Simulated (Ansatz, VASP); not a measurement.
## Two plane-wave programs on CaSe

POSCAR

```
CaSe
1.0
    3.6347849189      0.0334400213      0.0000000000
    0.0334400213      3.6347849189      0.0000000000
    0.0000000000      0.0000000000      3.6347849189
Ca Se
1 1
Direct
    0.0000000000      0.0000000000      0.0000000000
    0.5000000000      0.5000000000      0.5000000000
```

INCAR.step1

```
  PREC = Accurate
  ENCUT = 520
  ISMEAR = 0
  SIGMA = 0.01
  LREAL = F
  LASPH = T
  NELM = 100
  NBANDS = 15
  GGA = PE
  ALGO = Normal
  EDIFF = 1E-4
  LWAVE = T
  LCHARG = F
```

The input INCAR.step2:

```
  PREC = Accurate
  ENCUT = 520
  EDIFF = 1E-7
  ISMEAR = 0
  SIGMA = 0.01
  LREAL = F
  LASPH = T
  NELM = 100
  ALGO = Normal
  ISIF = 2
  LWAVE = F
  LCHARG = F
  METAGGA = R2SCAN
  LMIXTAU = T
  NBANDS = 15
  ISTART = 1
```

File KPOINTS:

```
Automatic mesh
0
Gamma
  8 8 8
```

Input for Ansatz:

```yaml
crystal:
  lattice:
    - [3.6347849189, 0.0334400213, 0.0]
    - [0.0334400213, 3.6347849189, 0.0]
    - [0.0, 0.0, 3.6347849189]
  atoms:
    - { symbol: Ca, position: [0.0, 0.0, 0.0] }
    - { symbol: Se, position: [0.5, 0.5, 0.5] }
kpoints:
  mp_grid: { grid: [8, 8, 8] }
  band_path:
    path:
      - [0.0, 0.0, 0.0]
      - [0.0, 0.5, 0.0]
      - [0.5, 0.5, 0.0]
      - [0.5, 0.5, 0.5]
      - [0.0, 0.5, 0.5]
    npoints: 1
hamiltonian:
  xc: r2scan
scf:
  occupations: { method: fixed }
  n_extra_bands: 4
output:
  forces: true
  stress: true
  eigenvalues: true
```

Change from the starting cell: shear_xy strain +1.8%.

Alike in both runs: task single point; functional r2SCAN; k mesh 8 × 8 × 8; no spin polarisation.

|  | VASP | Ansatz |
| --- | --- | --- |
| version | VASP 6.6.1 | Ansatz 0.2.0 |
| potentials or method | VASP PAW PBE potentials, release 64 (Ca_sv, Se) | plane waves, PAW |
| plane-wave cutoff (eV) | 520 | 500 |
| occupations | gaussian, width 0.01 eV | fixed |
| valence electrons in the cell | 16 | 26 |

```tsv
	VASP	Ansatz	Ansatz less VASP
gap on the k mesh at the Fermi level (eV)	1.25	1.24	-0.008
pressure (GPa)	0.2	0.0	-0.21
```

VASP's potentials were made for PBE, not for r2SCAN. VASP's potentials hold 16 valence electrons a cell and Ansatz's 26, so a difference there can come from the potentials and not from the codes.
